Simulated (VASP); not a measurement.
Write the native input for VASP 6.6.1 that does the following.

```yaml
Task: single point
Functional: PBE
Potentials_or_basis: VASP PAW PBE potentials, release 64 (Sr_sv, Ti_sv, O)
Cutoff: 520 eV
k_mesh: 7 × 7 × 7
Occupations: fermi-dirac, width 0.05 eV
Spin: no spin polarisation
Dipole_correction: no
Further_INCAR_settings: ALGO = Normal; EDIFF = 1e-06; NBANDS = 28
```

The structure of SrTiO3 lies in POSCAR:

```
SrTiO3
1.0
    3.9815880716      0.0000000000      0.0000000000
    0.0000000000      3.9815880716      0.0000000000
    0.0000000000      0.0000000000      3.9815880716
Sr Ti O
1 1 3
Direct
    0.0000000000      0.0000000000      0.0000000000
    0.5000000000      0.5000000000      0.5000000000
    0.0000000000      0.5000000000      0.5000000000
    0.5000000000      0.0000000000      0.5000000000
    0.5000000000      0.5000000000      0.0000000000
```

This cell differs from its parent crystal: volume scaled by 1.06.

These files were run (other wordings do the same):

INCAR

```
PREC = Accurate ; ENCUT = 520
EDIFF = 1E-6 ; ISMEAR = -1
SIGMA = 0.05 ; LREAL = False
LASPH = True ; NELM = 100
ALGO = Normal ; ISIF = 2
LWAVE = False ; LCHARG = True
GGA = PE ; LELF = True
LVHAR = True ; NBANDS = 28
```

KPOINTS

```
regular mesh
0
Gamma
  7 7 7
```

Potentials or basis: VASP PAW PBE potentials, release 64 (Sr_sv, Ti_sv, O).

Command:

```bash
$ cat potpaw_PBE.64/Sr_sv/POTCAR potpaw_PBE.64/Ti_sv/POTCAR potpaw_PBE.64/O/POTCAR > POTCAR
$ mpirun -np 1 vasp_std > vasp.out
```

It gave:

| Quantity | Value |
| --- | --- |
| Pressure | -4.8 GPa |
| Band gap on the k mesh | 1.80 eV, indirect (least direct gap 2.13 eV) |

It took 18 s on 1 thread of Intel(R) Xeon(R) 6975P-C (Granite Rapids), with other jobs on the host, peak memory 0.18 GiB.
